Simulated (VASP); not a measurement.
# SrO (Imm2) in VASP: single point with PBE

Aim: the single point of SrO with PBE.

Program: VASP 6.6.1. These are calculated values, not measurements. Logs are shortened: lines on timing, memory, paths and dates and some standing lists are left out, and cuts for length are marked.

## Step 1: The cell of the first run

It takes space group Imm2 (No. 44, orthorhombic). The conventional cell has a = 3.649 Å, b = 5.160 Å, c = 3.649 Å, α = 90.00°, β = 90.00°, γ = 90.00°. Sr (site symmetry mm2) has 6 O at 2.53 to 2.63 Å within 3.3 Å. Within 3.3 Å of O (site symmetry mm2) lie 6 Sr at 2.53 to 2.63 Å.

## Step 2: Single point, PBE

Contents of INCAR:

```
SYSTEM = SrO
PREC = Accurate
ENCUT = 600
EDIFF = 1E-6
ISMEAR = 0
SIGMA = 0.01
LREAL = .FALSE.
LASPH = .TRUE.
NELM = 120
ALGO = Normal
ISIF = 2
LWAVE = .FALSE.
LCHARG = .FALSE.
GGA = PE
NBANDS = 15
GGA_COMPAT = .FALSE.
```

Contents of KPOINTS:

```
regular mesh
0
G
  2 2 2
  0 0 0
```

Contents of POSCAR:

```
SrO
1.0
    0.0000000000      2.5800000000      2.5800000000
    2.5800000000      0.0000000000      2.5800000000
    2.5800000000      2.5800000000      0.0000000000
Sr O
1 1
Direct
    0.0000000000      0.0000000000      0.0000000000
    0.5000000000      0.5000000000      0.5200000000
```

Potentials or basis: VASP PAW PBE potentials, release 64 (Sr_sv, O).

Run with:

```bash
> cat potpaw_PBE.64/Sr_sv/POTCAR potpaw_PBE.64/O/POTCAR > POTCAR
> mpirun -np 1 vasp_std > vasp.out
```

OUTCAR:

```text
SYSTEM = SrO
   PREC = Accurate
   ENCUT = 600
   EDIFF = 1E-6
   ISMEAR = 0
   LREAL = .FALSE.
   LASPH = .TRUE.
   NELM = 120
   ISIF = 2
   GGA = PE

 ion  position               nearest neighbor table
   1  0.000  0.000  0.000-   2 2.53   2 2.53   2 2.58   2 2.58   2 2.63   2 2.63
   2  0.500  0.500  0.520-   1 2.53   1 2.53   1 2.58   1 2.58   1 2.63   1 2.63

  LATTYP: Found a face centered cubic cell.
 ALAT       =     5.1600000000

  Lattice vectors:

 A1 = (   0.0000000000,   2.5800000000,   2.5800000000)
 A2 = (   2.5800000000,   0.0000000000,   2.5800000000)
 A3 = (   2.5800000000,   2.5800000000,   0.0000000000)

Analysis of symmetry for initial positions (statically):
=====================================================================
 Subroutine PRICEL returns:
 Original cell was already a primitive cell.

 Routine SETGRP: Setting up the symmetry group for a
 face centered cubic supercell.

 Subroutine GETGRP returns: Found  4 space group operations
 (whereof  4 operations were pure point group operations)
 out of a pool of 48 trial point group operations.

The static configuration has the point symmetry C_2v.

Analysis of symmetry for dynamics (positions and initial velocities):
=====================================================================
 Subroutine PRICEL returns:
 Original cell was already a primitive cell.

 Routine SETGRP: Setting up the symmetry group for a
 face centered cubic supercell.

 Subroutine GETGRP returns: Found  4 space group operations
 (whereof  4 operations were pure point group operations)
 out of a pool of 48 trial point group operations.

The dynamic configuration has the point symmetry C_2v.

 Subroutine INISYM returns: Found  4 space group operations
 (whereof  4 operations are pure point group operations),
 and found     1 'primitive' translations

----------------------------------------------------------------------------------------

                                     Primitive cell

  volume of cell :      34.3470

  direct lattice vectors                    reciprocal lattice vectors
     0.000000000  2.580000000  2.580000000    -0.193798450  0.193798450  0.193798450
     2.580000000  0.000000000  2.580000000     0.193798450 -0.193798450  0.193798450
     2.580000000  2.580000000  0.000000000     0.193798450  0.193798450 -0.193798450

  length of vectors
     3.648670991  3.648670991  3.648670991     0.335668761  0.335668761  0.335668761

  position of ions in fractional coordinates (direct lattice)
     0.000000000  0.000000000  0.000000000
     0.500000000  0.500000000  0.520000000

  ion indices of the primitive-cell ions
   primitive index   ion index
                 1           1
                 2           2

----------------------------------------------------------------------------------------

 KPOINTS: regular mesh

Automatic generation of k-mesh.
 Grid dimensions read from file:
 generate k-points for:    2    2    2

 Generating k-lattice:

  Cartesian coordinates                     Fractional coordinates (reciprocal lattice)
    -0.096899225  0.096899225  0.096899225     0.500000000  0.000000000  0.000000000
     0.096899225 -0.096899225  0.096899225     0.000000000  0.500000000  0.000000000
     0.096899225  0.096899225 -0.096899225     0.000000000  0.000000000  0.500000000

  Length of vectors
     0.167834381  0.167834381  0.167834381

  Shift w.r.t. Gamma in fractional coordinates (k-lattice)
     0.000000000  0.000000000  0.000000000

 Subroutine IBZKPT returns following result:
 ===========================================

 Found      5 irreducible k-points:

 Following reciprocal coordinates:
            Coordinates               Weight
  0.000000  0.000000  0.000000      1.000000
  0.500000  0.000000  0.000000      2.000000
  0.000000  0.000000  0.500000      2.000000
  0.500000  0.500000  0.000000      1.000000
  0.000000  0.500000  0.500000      2.000000
   k-points           NKPTS =      5   k-points in BZ     NKDIM =      5   number of bands    NBANDS=     15
   number of dos      NEDOS =    301   number of ions     NIONS =      2
   total plane-waves  NPLWV =  27000
   dimension x,y,z NGX =    30 NGY =   30 NGZ =   30
   dimension x,y,z NGXF=    60 NGYF=   60 NGZF=   60
   ions per type =               1   1
   NGX,Y,Z   is equivalent  to a cutoff of  13.67, 13.67, 13.67 a.u.
   NGXF,Y,Z  is equivalent  to a cutoff of  27.34, 27.34, 27.34 a.u.
 SYSTEM =  SrO
   PREC   = accura    normal or accurate (medium, high low for compatibility)
   ISTART =      0    job   : 0-new  1-cont  2-samecut
   ICHARG =      2    charge: 1-file 2-atom 10-const
   ISPIN  =      1    spin polarized calculation?
   LNONCOLLINEAR =      F non collinear calculations
   LSORBIT =      F    spin-orbit coupling
   LASPH  =      T    aspherical Exc in radial PAW
   ENCUT  =  600.0 eV  44.10 Ry    6.64 a.u.   7.29  7.29  7.29*2*pi/ulx,y,z
   NELM   =    120;   NELMIN=  2; NELMDL= -5     # of ELM steps
   EDIFF  = 0.1E-05   stopping-criterion for ELM
   LREAL  =      F    real-space projection
   EDIFFG = 0.1E-04   stopping-criterion for IOM
   NSW    =      0    number of steps for IOM
   IBRION =     -1    ionic relax: 0-MD 1-quasi-New 2-CG
   NFREE  =      0    steps in history (QN), initial steepest desc. (CG)
   ISIF   =      2    stress and relaxation
   ISYM   =      2    0-nonsym 1-usesym 2-fastsym
   POTIM  = 0.5000    time-step for ionic-motion
   TEBEG  =    0.0;   TEEND  =   0.0 temperature during run
   PSTRESS=    0.0 pullay stress
   NELECT =      16.0000    total number of electrons
   NUPDOWN=      -1.0000    fix difference up-down
   EMIN   =  10.00;   EMAX   =-10.00  energy-range for DOS
   EFERMI =   0.00;   METHOD = LEGACY
   ISMEAR =     0;   SIGMA  =   0.01  broadening in eV -4-tet -1-fermi 0-gaus
   EFERMI_NEDOS =   21; number of points for ismear=-14 and -15
   IALGO  =     38    algorithm
   IMIX   =      4    mixing-type and parameters
     AMIX     =   0.40;   BMIX     =  1.00
     AMIX_MAG =   1.60;   BMIX_MAG =  1.00
  volume/ion in A,a.u.               =      17.17       115.89
  Fermi-wavevector in a.u.,A,eV,Ry     =   1.269069  2.398192 21.912663  1.610535
  Thomas-Fermi vector in A             =   2.402130
   LORBIT       =      0    0 simple, 1 ext, 2 COOP (PROOUT), +10 PAW based schemes
   GGA     = PE    functional components
   LHFCALC =     F    Hartree Fock is set to
   AEXX    =    0.0000 exact exchange contribution
   IVDW    =     0    specifies the selected vdW correction
   LEPSILON=     F    determine dielectric tensor
   LRPA    =     F    only Hartree local field effects (RPA)
 non-spin polarized calculation
 Gauss-broadening in eV      SIGMA  =   0.01
  energy-cutoff  :      600.00
  volume of cell :       34.35
 maximum number of plane-waves:      1162
 NGX is ok and might be reduce to    30
   NGX = 15   NGY = 15   NGZ = 15

 number of electron      15.9999999 magnetization

 Free energy of the ion-electron system (eV)
  ---------------------------------------------------
  ext. energy  EPLUGINS =         0.00000000
  ---------------------------------------------------
  free energy    TOTEN  =       -11.85579922 eV

  energy without entropy =      -11.85579922  energy(sigma->0) =      -11.85579922

 E-fermi :   1.8893     XC(G=0):  -9.9419

 val. band max:        1.8158660146   @ k =   0.0000   0.0000   0.0000
 cond. band min:       4.9229942504   @ k =   0.0000   0.5000   0.5000
 fundamental gap:      3.1071282358
 Fermi energy:         1.8893357725

 k-point     1 :       0.0000    0.0000    0.0000
  band No.  band energies     occupation
      1     -30.8706      2.00000
      2     -13.2617      2.00000
      3     -12.5137      2.00000
      4     -12.5129      2.00000
      5     -12.4939      2.00000
      6       1.8102      2.00000
      7       1.8109      2.00000
      8       1.8159      2.00000
      9       5.5854      0.00000
     10       7.7941      0.00000
     11       7.8160      0.00000
     12       7.8176      0.00000
     13       9.9421      0.00000
     14       9.9590      0.00000
     15      14.3365      0.00000

 k-point     2 :       0.5000    0.0000    0.0000
  band No.  band energies     occupation
      1     -30.7399      2.00000
      2     -14.8906      2.00000
      3     -12.5957      2.00000
      4     -12.5945      2.00000
      5     -11.1733      2.00000
      6      -0.3914      2.00000
      7       0.6761      2.00000
      8       0.6825      2.00000
      9       8.2101      0.00000
     10       9.9491      0.00000
     11      10.3994      0.00000
     12      10.4754      0.00000
     13      13.4110      0.00000
     14      13.4357      0.00000
     15      16.2491      0.00000

 k-point     3 :       0.0000    0.0000    0.5000
  band No.  band energies     occupation
      1     -30.7401      2.00000
      2     -14.8848      2.00000
      3     -12.5945      2.00000
      4     -12.5934      2.00000
      5     -11.1815      2.00000
      6      -0.3933      2.00000
      7       0.6712      2.00000
      8       0.6722      2.00000
      9       8.2127      0.00000
     10      10.0193      0.00000
     11      10.4064      0.00000
     12      10.4487      0.00000
     13      13.4110      0.00000
     14      13.4452      0.00000
     15      16.2241      0.00000

 k-point     4 :       0.5000    0.5000    0.0000
  band No.  band energies     occupation
      1     -30.7021      2.00000
      2     -13.4300      2.00000
      3     -13.2789      2.00000
      4     -12.8633      2.00000
      5     -12.7901      2.00000
      6       1.3358      2.00000
      7       1.6886      2.00000
      8       1.7169      2.00000
      9       4.9448      0.00000
     10       9.3499      0.00000
     11      11.7073      0.00000
     12      12.0125      0.00000
     13      12.5824      0.00000
     14      12.5825      0.00000
     15      15.1562      0.00000

 k-point     5 :       0.0000    0.5000    0.5000
  band No.  band energies     occupation
      1     -30.7019      2.00000
      2     -13.5189      2.00000
      3     -13.1609      2.00000
      4     -12.8638      2.00000
      5     -12.8191      2.00000
      6       1.3422      2.00000
      7       1.7012      2.00000
      8       1.7193      2.00000
      9       4.9230      0.00000
     10       9.3483      0.00000
     11      11.7036      0.00000
     12      11.9861      0.00000
     13      12.5807      0.00000
     14      12.5831      0.00000
     15      15.2024      0.00000

------------------------ aborting loop because EDIFF is reached ----------------------------------------

  FORCE on cell =-STRESS in cart. coord.  units (eV):
  Direction    XX          YY          ZZ          XY          YZ          ZX
  --------------------------------------------------------------------------------------
  -------------------------------------------------------------------------------------
  Total        0.6102209      0.6102209      0.5357834      0.0088698      0.0000000      0.0000000
  in kB       28.4648264     28.4648264     24.9925570      0.4137468      0.0000000      0.0000000
  external PRESSURE =      27.3074033 kB  Pullay stress =       0.0000000 kB

 VOLUME and BASIS-vectors are now :
 -----------------------------------------------------------------------------
  energy-cutoff  :      600.00
  volume of cell :       34.35
      direct lattice vectors                 reciprocal lattice vectors
     0.000000000  2.580000000  2.580000000    -0.193798450  0.193798450  0.193798450
     2.580000000  0.000000000  2.580000000     0.193798450 -0.193798450  0.193798450
     2.580000000  2.580000000  0.000000000     0.193798450  0.193798450 -0.193798450

 POSITION                                       TOTAL-FORCE (eV/Angst)
 -----------------------------------------------------------------------------------
      0.00000      0.00000      0.00000        -0.079830     -0.079830     -0.000000
      2.63160      2.63160      2.58000         0.079830      0.079830      0.000000
 -----------------------------------------------------------------------------------
    total drift:                                0.000029      0.000029      0.000000

  FREE ENERGIE OF THE ION-ELECTRON SYSTEM (eV)
  ---------------------------------------------------
  free  energy   TOTEN  =       -11.8557992238 eV

  energy  without entropy=      -11.8557992238  energy(sigma->0) =      -11.85579922
```

Wall time 3.4 s (1 thread of Intel Xeon 6975P-C (Granite Rapids), shared host); peak memory 0.16 GiB.

Results:

```yaml
Free_energy: -11.8558 eV
Pressure: 2.7 GPa
Largest_force: 0.113 eV/Å
Band_gap_on_the_k_mesh: 3.11 eV, indirect (least direct gap 3.20 eV)
```

Forces in eV/Å, atoms in the order of the input:
```
Sr  -0.080 -0.080  0.000
O    0.080  0.080  0.000
```

Levels at points of the mesh, in eV from the valence-band top:
```tsv
k point	band 4	band 5	band 6	band 7	band 8	band 9	band 10	band 11	band 12	band 13
(0.00, 0.00, 0.00)	-14.33	-14.31	-0.01	-0.01	0.00	3.77	5.98	6.00	6.00	8.13
(0.50, 0.00, 0.00)	-14.41	-12.99	-2.21	-1.14	-1.13	6.39	8.13	8.58	8.66	11.60
(0.00, 0.00, 0.50)	-14.41	-13.00	-2.21	-1.14	-1.14	6.40	8.20	8.59	8.63	11.60
(0.50, 0.50, 0.00)	-14.68	-14.61	-0.48	-0.13	-0.10	3.13	7.53	9.89	10.20	10.77
(0.00, 0.50, 0.50)	-14.68	-14.64	-0.47	-0.11	-0.10	3.11	7.53	9.89	10.17	10.76
```

Caveat: the k points lie up to 1.05 Å⁻¹ apart. A k mesh can miss the band edges.
